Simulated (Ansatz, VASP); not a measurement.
## One calculation of NaGeCl3, two programs

```xyz
5
Lattice="5.1909 0.0000 0.0000 0.0000 5.1909 0.0000 0.0000 0.0000 5.1909" Properties=species:S:1:pos:R:3 pbc="T T T"
Na    0.0000    0.0000    0.0000
Ge    2.5954    2.5954    2.5954
Cl    2.5954    2.5954    0.0000
Cl    2.5954    0.0000    2.5954
Cl    0.0000    2.5954    2.5954
```

Alike in both runs: task single point; functional PBE; k mesh 6 × 6 × 6; no spin polarisation.

|  | VASP | Ansatz |
| --- | --- | --- |
| version | VASP 6.6.1 | Ansatz 0.2.0 |
| potentials or method | VASP PAW PBE potentials, release 64 (Na_pv, Ge_d, Cl) | plane waves, PAW |
| plane-wave cutoff (eV) | 520 | 420 |
| occupations | gaussian, width 0.01 eV | fixed |
| valence electrons in the cell | 42 | 44 |

|  | VASP | Ansatz | Ansatz less VASP |
| --- | --- | --- | --- |
| gap on the k mesh at the Fermi level (eV) | 0.67 | 0.67 | -0.006 |
| pressure (GPa) | 0.5 | 0.6 | +0.04 |

VASP's potentials hold 42 valence electrons a cell and Ansatz's 44, so a difference there can come from the potentials and not from the codes.
